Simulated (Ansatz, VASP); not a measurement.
## ZrIn2S2 in VASP and in Ansatz

```
Zr In S
1.0
     2.04208   -7.50857    0.00000
     2.04208    7.50857    0.00000
     0.00000    0.00000    3.95907
Zr In S
1 2 2
Direct
  0.00000 0.00000 0.00000
  0.20109 0.79891 0.00000
  0.79891 0.20109 0.00000
  0.36344 0.63656 0.50000
  0.63656 0.36344 0.50000
```

Change from the starting cell: species swapped into the Sm2InNi2 type (Cmmm, No. 65).

Alike in both runs: task single point; functional PBE; k mesh 4 × 4 × 4; occupations gaussian, width 0.1 eV; no spin polarisation.

|  | VASP | Ansatz |
| --- | --- | --- |
| version | VASP 6.6.1 | Ansatz 0.2.0 |
| potentials or method | VASP PAW PBE potentials, release 64 (Zr_sv, In_d, S), cutoff 520 eV | scalar-relativistic, plane waves, PAW |
| valence electrons in the cell | 50 | 50 |

VASP gave:

```
gap on the k mesh at the Fermi level (eV)                     : none
pressure (GPa)                                                : 0.5
traceless stress, the component that is largest in VASP (GPa) : -4.64
rms of the force components (eV/Å)                            : 1.462
```

Q: What did Ansatz give for the same quantities?

A: gap on the k mesh at the Fermi level (eV): none; pressure (GPa): 0.5; traceless stress, the component that is largest in VASP (GPa): -4.62; rms of the force components (eV/Å): 1.458.

Atom by atom the forces differ by 0.003 eV/Å (rms over components). A gap of «none» marks a metal or a gap that the smearing closes. The functional is the same, so the differences come from potentials, cutoffs and numerics.

The k mesh is coarse, so the values compare programs but aren't converged.
